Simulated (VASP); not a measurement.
# BaTa3O2 (Cmmm) in VASP: single point with PBE

Aim: the single point of BaTa3O2 with PBE.

All numbers are computed with VASP 6.6.1; they aren't measurements. Logs are shortened: lines on timing, memory, paths and dates and some standing lists are left out, and cuts for length are marked.

### 1 The cell of the first run

Symmetry: Cmmm, No. 65, orthorhombic system. The conventional cell has a = 5.836 Å, b = 13.057 Å, c = 2.887 Å, α = 90.00°, β = 90.00°, γ = 90.00°. Within 3.8 Å of Ba (site symmetry mmm) lie 2 Ba at 2.89 Å and 4 Ta at 3.26 Å. Within 2.9 Å of Ta (site symmetry m2m) lie 4 O at 2.19 Å and 4 Ta at 2.89 to 2.90 Å. Ta (site symmetry mmm) has 6 Ta at 2.89 to 2.90 Å and 4 Ba at 3.26 Å and 4 O at 3.58 Å within 3.8 Å. O (site symmetry 2/m) has 4 Ta at 2.19 Å and 2 O at 2.89 Å within 2.9 Å.

### 2 Single point, PBE

INCAR reads:

```
SYSTEM = BaTa3O2
ALGO = Normal
EDIFF = 1E-6
ENCUT = 520
GGA = PE
ISIF = 2
ISMEAR = 0
LASPH = .TRUE.
LCHARG = .FALSE.
LREAL = .FALSE.
LWAVE = .FALSE.
NBANDS = 36
NELM = 100
PREC = Accurate
SIGMA = 0.1
```

KPOINTS reads:

```
k-points
0
G
  8 8 14
  0 0 0
```

POSCAR reads:

```
BaTa3O2
1.0
    2.9181984218     -6.5284109228      0.0000000000
    2.9181984218      6.5284109228      0.0000000000
    0.0000000000      0.0000000000      2.8867844842
Ba Ta O
1 3 2
Direct
    0.5000000000      0.5000000000      0.0000000000
    0.1925156540      0.8074843460      0.0000000000
    0.8074843460      0.1925156540      0.0000000000
    0.0000000000      0.0000000000      0.5000000000
    0.0000000000      0.5000000000      0.5000000000
    0.5000000000      0.0000000000      0.5000000000
```

Potentials or basis: VASP PAW PBE potentials, release 64 (Ba_sv, Ta_pv, O).

Started as:

```console
> cat potpaw_PBE.64/Ba_sv/POTCAR potpaw_PBE.64/Ta_pv/POTCAR potpaw_PBE.64/O/POTCAR > POTCAR
> mpirun -np 1 vasp_std > vasp.out
```

OUTCAR:

```text
SYSTEM = BaTa3O2
   EDIFF = 1E-6
   ENCUT = 520
   GGA = PE
   ISIF = 2
   ISMEAR = 0
   LASPH = .TRUE.
   LREAL = .FALSE.
   NELM = 100
   PREC = Accurate

 ion  position               nearest neighbor table
   1  0.500  0.500  0.000-   4 3.26   4 3.26   4 3.26   4 3.26   2 3.85   3 3.85   2 3.85   3 3.85
                             2 4.01   3 4.01
   2  0.193  0.807  0.000-   5 2.19   6 2.19   5 2.19   6 2.19   4 2.90   4 2.90   3 3.28   3 3.28
                             1 3.85   1 3.85   1 4.01
   3  0.807  0.193  0.000-   5 2.19   6 2.19   5 2.19   6 2.19   4 2.90   4 2.90   2 3.28   2 3.28
                             1 3.85   1 3.85   1 4.01
   4  0.000  0.000  0.500-   2 2.90   3 2.90   2 2.90   3 2.90   1 3.26   1 3.26   1 3.26   1 3.26

   5  0.000  0.500  0.500-   2 2.19   3 2.19   2 2.19   3 2.19
   6  0.500  0.000  0.500-   2 2.19   3 2.19   2 2.19   3 2.19

  LATTYP: Found a base centered orthorhombic cell.
 ALAT       =     5.8363968436
 B/A-ratio  =     2.2371374318
 C/A-ratio  =     0.4946175803

  Lattice vectors:

 A1 = (   2.9181984218,  -6.5284109228,   0.0000000000)
 A2 = (   2.9181984218,   6.5284109228,   0.0000000000)
 A3 = (   0.0000000000,   0.0000000000,   2.8867844842)

Analysis of symmetry for initial positions (statically):
=====================================================================
 Subroutine PRICEL returns:
 Original cell was already a primitive cell.

 Routine SETGRP: Setting up the symmetry group for a
 base centered orthorhombic supercell.

 Subroutine GETGRP returns: Found  8 space group operations
 (whereof  8 operations were pure point group operations)
 out of a pool of  8 trial point group operations.

The static configuration has the point symmetry D_2h.

Analysis of symmetry for dynamics (positions and initial velocities):
=====================================================================
 Subroutine PRICEL returns:
 Original cell was already a primitive cell.

 Routine SETGRP: Setting up the symmetry group for a
 base centered orthorhombic supercell.

 Subroutine GETGRP returns: Found  8 space group operations
 (whereof  8 operations were pure point group operations)
 out of a pool of  8 trial point group operations.

The dynamic configuration has the point symmetry D_2h.

 Subroutine INISYM returns: Found  8 space group operations
 (whereof  8 operations are pure point group operations),
 and found     1 'primitive' translations

----------------------------------------------------------------------------------------

                                     Primitive cell

  volume of cell :     109.9934

  direct lattice vectors                    reciprocal lattice vectors
     2.918198422 -6.528410923  0.000000000     0.171338589 -0.076588316  0.000000000
     2.918198422  6.528410923  0.000000000     0.171338589  0.076588316  0.000000000
     0.000000000  0.000000000  2.886784484     0.000000000  0.000000000  0.346406185

  length of vectors
     7.150946176  7.150946176  2.886784484     0.187677069  0.187677069  0.346406185

  position of ions in fractional coordinates (direct lattice)
     0.500000000  0.500000000  0.000000000
     0.192515654  0.807484346  0.000000000
     0.807484346  0.192515654  0.000000000
     0.000000000  0.000000000  0.500000000
     0.000000000  0.500000000  0.500000000
     0.500000000  0.000000000  0.500000000

  ion indices of the primitive-cell ions
   primitive index   ion index
                 1           1
                 2           2
                 3           3
                 4           4
                 5           5
                 6           6

----------------------------------------------------------------------------------------

 KPOINTS: k-points

Automatic generation of k-mesh.
 Grid dimensions read from file:
 generate k-points for:    8    8   14

 Generating k-lattice:

  Cartesian coordinates                     Fractional coordinates (reciprocal lattice)
     0.021417324 -0.009573540  0.000000000     0.125000000  0.000000000  0.000000000
     0.021417324  0.009573540  0.000000000     0.000000000  0.125000000  0.000000000
     0.000000000  0.000000000  0.024743299     0.000000000  0.000000000  0.071428571

  Length of vectors
     0.023459634  0.023459634  0.024743299

  Shift w.r.t. Gamma in fractional coordinates (k-lattice)
     0.000000000  0.000000000  0.000000000

 Subroutine IBZKPT returns following result:
 ===========================================

 Found    168 irreducible k-points:

 Following reciprocal coordinates:
            Coordinates               Weight
  0.000000  0.000000  0.000000      1.000000
  0.125000 -0.000000  0.000000      4.000000
  0.250000 -0.000000  0.000000      4.000000
  0.375000 -0.000000  0.000000      4.000000
  0.500000 -0.000000  0.000000      2.000000
  0.125000  0.125000  0.000000      2.000000
[... 16 lines left out ...]
  0.125000 -0.000000  0.071429      8.000000
  0.250000 -0.000000  0.071429      8.000000
 [... further k-points ...]
   k-points           NKPTS =    168   k-points in BZ     NKDIM =    168   number of bands    NBANDS=     36
   number of dos      NEDOS =    301   number of ions     NIONS =      6
   total plane-waves  NPLWV =  69984
   dimension x,y,z NGX =    54 NGY =   54 NGZ =   24
   dimension x,y,z NGXF=   108 NGYF=  108 NGZF=   48
   ions per type =               1   3   2
   NGX,Y,Z   is equivalent  to a cutoff of  12.55, 12.55, 13.82 a.u.
   NGXF,Y,Z  is equivalent  to a cutoff of  25.11, 25.11, 27.64 a.u.
 SYSTEM =  BaTa3O2
   PREC   = accura    normal or accurate (medium, high low for compatibility)
   ISTART =      0    job   : 0-new  1-cont  2-samecut
   ICHARG =      2    charge: 1-file 2-atom 10-const
   ISPIN  =      1    spin polarized calculation?
   LNONCOLLINEAR =      F non collinear calculations
   LSORBIT =      F    spin-orbit coupling
   LASPH  =      T    aspherical Exc in radial PAW
   ENCUT  =  520.0 eV  38.22 Ry    6.18 a.u.  13.30 13.30  5.37*2*pi/ulx,y,z
   NELM   =    100;   NELMIN=  2; NELMDL= -5     # of ELM steps
   EDIFF  = 0.1E-05   stopping-criterion for ELM
   LREAL  =      F    real-space projection
   EDIFFG = 0.1E-04   stopping-criterion for IOM
   NSW    =      0    number of steps for IOM
   IBRION =     -1    ionic relax: 0-MD 1-quasi-New 2-CG
   NFREE  =      0    steps in history (QN), initial steepest desc. (CG)
   ISIF   =      2    stress and relaxation
   ISYM   =      2    0-nonsym 1-usesym 2-fastsym
   POTIM  = 0.5000    time-step for ionic-motion
   TEBEG  =    0.0;   TEEND  =   0.0 temperature during run
   PSTRESS=    0.0 pullay stress
   NELECT =      55.0000    total number of electrons
   NUPDOWN=      -1.0000    fix difference up-down
   EMIN   =  10.00;   EMAX   =-10.00  energy-range for DOS
   EFERMI =   0.00;   METHOD = LEGACY
   ISMEAR =     0;   SIGMA  =   0.10  broadening in eV -4-tet -1-fermi 0-gaus
   EFERMI_NEDOS =   21; number of points for ismear=-14 and -15
   IALGO  =     38    algorithm
   IMIX   =      4    mixing-type and parameters
     AMIX     =   0.40;   BMIX     =  1.00
     AMIX_MAG =   1.60;   BMIX_MAG =  1.00
  volume/ion in A,a.u.               =      18.33       123.71
  Fermi-wavevector in a.u.,A,eV,Ry     =   1.299392  2.455495 22.972341  1.688419
  Thomas-Fermi vector in A             =   2.430659
   LORBIT       =      0    0 simple, 1 ext, 2 COOP (PROOUT), +10 PAW based schemes
   GGA     = PE    functional components
   LHFCALC =     F    Hartree Fock is set to
   AEXX    =    0.0000 exact exchange contribution
   IVDW    =     0    specifies the selected vdW correction
   LEPSILON=     F    determine dielectric tensor
   LRPA    =     F    only Hartree local field effects (RPA)
 non-spin polarized calculation
 Gauss-broadening in eV      SIGMA  =   0.10
  energy-cutoff  :      520.00
  volume of cell :      109.99
 maximum number of plane-waves:      2987
 NGX is ok and might be reduce to    54
   NGX = 27   NGY = 27   NGZ = 11

 number of electron      54.9999992 magnetization

 Free energy of the ion-electron system (eV)
  ---------------------------------------------------
  ext. energy  EPLUGINS =         0.00000000
  ---------------------------------------------------
  free energy    TOTEN  =       -50.76205194 eV

  energy without entropy =      -50.74313091  energy(sigma->0) =      -50.75259142

 E-fermi :   5.1151     XC(G=0): -11.0514

 val. band max:        5.1072734053   @ k =   0.3750   0.3750   0.0000
 cond. band min:       5.1213379662   @ k =   0.0000   0.0000   0.1429
 fundamental gap:      0.0140645610
 Fermi energy:         5.1151070348

 k-point     1 :       0.0000    0.0000    0.0000
  band No.  band energies     occupation
      1     -30.7649      2.00000
      2     -30.5020      2.00000
      3     -30.2107      2.00000
      4     -30.2020      2.00000
      5     -29.9270      2.00000
      6     -29.8893      2.00000
[... 28 lines left out ...]
     35       7.2363      0.00000
     36       7.8272      0.00000

 k-point     2 :       0.1250   -0.0000    0.0000
  band No.  band energies     occupation
      1     -30.7565      2.00000
      2     -30.5150      2.00000
      3     -30.2171      2.00000
      4     -30.1910      2.00000
      5     -29.9256      2.00000
      6     -29.8908      2.00000
[... 28 lines left out ...]
     35       7.2984      0.00000
     36       7.8127      0.00000

 k-point     3 :       0.2500   -0.0000    0.0000
  band No.  band energies     occupation
      1     -30.7324      2.00000
      2     -30.5497      2.00000
      3     -30.2216      2.00000
      4     -30.1759      2.00000
      5     -29.9216      2.00000
      6     -29.8948      2.00000
[... 28 lines left out ...]
     35       7.4342      0.00000
     36       7.9048      0.00000

 k-point     4 :       0.3750   -0.0000    0.0000
  band No.  band energies     occupation
      1     -30.6948      2.00000
      2     -30.5970      2.00000
      3     -30.2232      2.00000
      4     -30.1647      2.00000
      5     -29.9156      2.00000
      6     -29.9009      2.00000
[... 28 lines left out ...]
     35       7.5175      0.00000
     36       8.0210      0.00000

 k-point     5 :       0.5000   -0.0000    0.0000
  band No.  band energies     occupation
      1     -30.6491      2.00000
      2     -30.6465      2.00000
      3     -30.2235      2.00000
      4     -30.1606      2.00000
      5     -29.9099      2.00000
      6     -29.9066      2.00000
[... 655 lines left out ...]
 k-point    22 :       0.0000    0.0000    0.0714
  band No.  band energies     occupation
      1     -30.7567      2.00000
      2     -30.4968      2.00000
      3     -30.2034      2.00000
      4     -30.1991      2.00000
      5     -29.9697      2.00000
      6     -29.9314      2.00000
[... 28 lines left out ...]
     35       7.3367      0.00000
     36       7.7552      0.00000

 k-point    23 :       0.1250   -0.0000    0.0714
  band No.  band energies     occupation
      1     -30.7485      2.00000
      2     -30.5097      2.00000
      3     -30.2105      2.00000
      4     -30.1874      2.00000
      5     -29.9683      2.00000
      6     -29.9329      2.00000
[... 28 lines left out ...]
     35       7.5197      0.00000
     36       7.7543      0.00000

 k-point    24 :       0.2500   -0.0000    0.0714
  band No.  band energies     occupation
      1     -30.7246      2.00000
      2     -30.5440      2.00000
      3     -30.2146      2.00000
      4     -30.1727      2.00000
      5     -29.9643      2.00000
      6     -29.9372      2.00000
[... 28 lines left out ...]
     35       7.6893      0.00000
     36       7.8641      0.00000

 [... further k-points ...]
[... 5 lines left out ...]
  --------------------------------------------------------------------------------------
  -------------------------------------------------------------------------------------
  Total        0.9604439      0.0675730      1.0890873     -0.0000000      0.0000000      0.0000000
  in kB       13.9899427      0.9842763     15.8637783     -0.0000000      0.0000000      0.0000000
  external PRESSURE =      10.2793325 kB  Pullay stress =       0.0000000 kB

 VOLUME and BASIS-vectors are now :
 -----------------------------------------------------------------------------
  energy-cutoff  :      520.00
  volume of cell :      109.99
      direct lattice vectors                 reciprocal lattice vectors
     2.918198422 -6.528410923  0.000000000     0.171338589 -0.076588316  0.000000000
     2.918198422  6.528410923  0.000000000     0.171338589  0.076588316  0.000000000
     0.000000000  0.000000000  2.886784484     0.000000000  0.000000000  0.346406185

 POSITION                                       TOTAL-FORCE (eV/Angst)
 -----------------------------------------------------------------------------------
      2.91820      0.00000      0.00000         0.000000     -0.000000      0.000000
      2.91820      4.01477      0.00000        -0.000000      0.011294      0.000000
      2.91820     -4.01477      0.00000        -0.000000     -0.011294     -0.000000
      0.00000      0.00000      1.44339        -0.000000      0.000000      0.000000
      1.45910      3.26421      1.44339        -0.000000     -0.000000      0.000000
      1.45910     -3.26421      1.44339        -0.000000     -0.000000      0.000000
 -----------------------------------------------------------------------------------
    total drift:                               -0.000000     -0.000000      0.000000

  FREE ENERGIE OF THE ION-ELECTRON SYSTEM (eV)
  ---------------------------------------------------
  free  energy   TOTEN  =       -50.7620519355 eV

  energy  without entropy=      -50.7431309137  energy(sigma->0) =      -50.75259142
```

Wall time 18 min (1 thread of Oxide Virtual Turin-like, shared host); peak memory 0.64 GiB.

Results:

```
Free energy   : -50.7621 eV
Pressure      : 1.0 GPa
Largest force : 0.011 eV/Å
```

Forces on the atoms (eV/Å):
```
Ba   0.000  0.000  0.000
Ta   0.000  0.011  0.000
Ta   0.000 -0.011  0.000
Ta   0.000  0.000  0.000
O    0.000  0.000  0.000
O    0.000  0.000  0.000
```

Stress tensor (GPa, compression positive):
```
1.40 0.00 0.00
0.00 0.10 0.00
0.00 0.00 1.59
```

Caveat: spin-orbit coupling is left out, which moves the levels of the heavy elements; an odd number of electrons without spin polarisation forces a metal; a magnetic or distorted state may lie lower.
